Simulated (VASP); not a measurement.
Wanted: the native input for a VASP 6.6.1 run.

```
Task                   : single point
Functional             : r2SCAN
Potentials or basis    : VASP PAW PBE potentials, release 64 (Sb)
Cutoff                 : 520 eV
k mesh                 : 13 × 13 × 13
Occupations            : gaussian, width 0.05 eV
Spin                   : no spin polarisation
Dipole correction      : no
Further INCAR settings : ALGO = Normal; EDIFF = 1e-07; NBANDS = 12
```

Sb:

```
Sb
1.0
     2.17027    1.25300    3.87107
    -2.17027    1.25300    3.87107
     0.00000   -2.50601    3.87107
Sb
2
Direct
  0.23139 0.23139 0.23139
  0.76861 0.76861 0.76861
```

One way to write it, as run:

POSCAR

```
Sb
1.0
    2.1702662012      1.2530037755      3.8710709176
   -2.1702662012      1.2530037755      3.8710709176
    0.0000000000     -2.5060075510      3.8710709176
Sb
2
Direct
    0.2313873681      0.2313873681      0.2313873681
    0.7686126319      0.7686126319      0.7686126319
```

INCAR.step1

```
SYSTEM = Sb
ALGO = Normal
EDIFF = 1E-4
ENCUT = 520
GGA = PE
ISMEAR = 0
LASPH = .TRUE.
LCHARG = .FALSE.
LREAL = .FALSE.
LWAVE = .TRUE.
NBANDS = 12
NELM = 60
PREC = Accurate
SIGMA = 0.05
```

INCAR.step2

```
SYSTEM = Sb
ALGO = Normal
EDIFF = 1E-7
ENCUT = 520
ISIF = 2
ISMEAR = 0
ISTART = 1
LASPH = .TRUE.
LCHARG = .FALSE.
LMIXTAU = .TRUE.
LREAL = .FALSE.
LWAVE = .FALSE.
METAGGA = R2SCAN
NBANDS = 12
NELM = 60
PREC = Accurate
SIGMA = 0.05
```

KPOINTS

```
k-points
0
G
  13 13 13
  0 0 0
```

Potentials or basis: VASP PAW PBE potentials, release 64 (Sb).

Command:

```sh
$ cat potpaw_PBE.64/Sb/POTCAR > POTCAR
$ cp INCAR.step1 INCAR
$ mpirun -np 1 vasp_std > vasp.out
$ cp INCAR.step2 INCAR
$ mpirun -np 1 vasp_std > vasp.out
```

Results of the run:

```
Pressure               : 0.1 GPa
Largest force          : 0.056 eV/Å
Band gap on the k mesh : zero (bands 5 and 6 overlap by 0.14 eV)
```

Caveat: the PAW data sets were made with another functional, which shifts forces and pressure a little; spin-orbit coupling is left out, which moves the levels of the heavy elements.

Run time: 4.2 min on 1 thread of Intel(R) Xeon(R) 6975P-C (Granite Rapids) (shared host), peak memory 0.32 GiB.
